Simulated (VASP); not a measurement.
# C: single point with PBEsol

The system is C.

```
C
1.0
     1.25211    0.72291    3.41266
    -1.25211    0.72291    3.41266
     0.00000   -1.44582    3.41266
C
2
Direct
  0.83600 0.83600 0.83600
  0.16400 0.16400 0.16400
```

```yaml
Program: VASP 6.6.1
Task: single point
Functional: PBEsol
Potentials_or_basis: VASP PAW PBE potentials, release 64 (C)
Cutoff: 520 eV
k_mesh: 14 × 14 × 14
Occupations: fermi-dirac, width 0.1 eV
Spin: no spin polarisation
```

The pressure is -13.2 GPa, the largest force is 0.893 eV/Å and the band gap on the k mesh is 0.55 eV, direct.

Forces in eV/Å, atoms in the order of the input:
```
C    0.000  0.000 -0.893
C    0.000  0.000  0.893
```

Stress tensor (GPa, compression positive):
```
-20.06   0.00   0.00
  0.00 -20.06   0.00
  0.00   0.00   0.37
```

Levels at points of the mesh, in eV from the valence-band top:
```tsv
k point	band 1	band 2	band 3	band 4	band 5	band 6	band 7	band 8
(0.00, 0.00, 0.00)	-19.00	-6.09	-2.74	-2.74	4.25	8.25	8.25	11.09
(0.50, 0.00, 0.00)	-13.84	-12.73	-5.97	-1.65	2.02	7.32	12.04	12.16
(0.50, 0.50, 0.00)	-13.74	-12.65	-6.03	-2.42	1.57	6.97	12.64	15.03
(0.50, 0.50, 0.50)	-18.72	-7.99	-2.76	-2.76	8.22	8.22	10.32	11.13
```

It took 30 s on 1 thread of Intel(R) Xeon(R) 6975P-C (Granite Rapids) (shared host), peak memory 0.18 GiB.

Caveat: the PAW data sets were made with another functional, which shifts forces and pressure a little. A k mesh can miss the band edges.
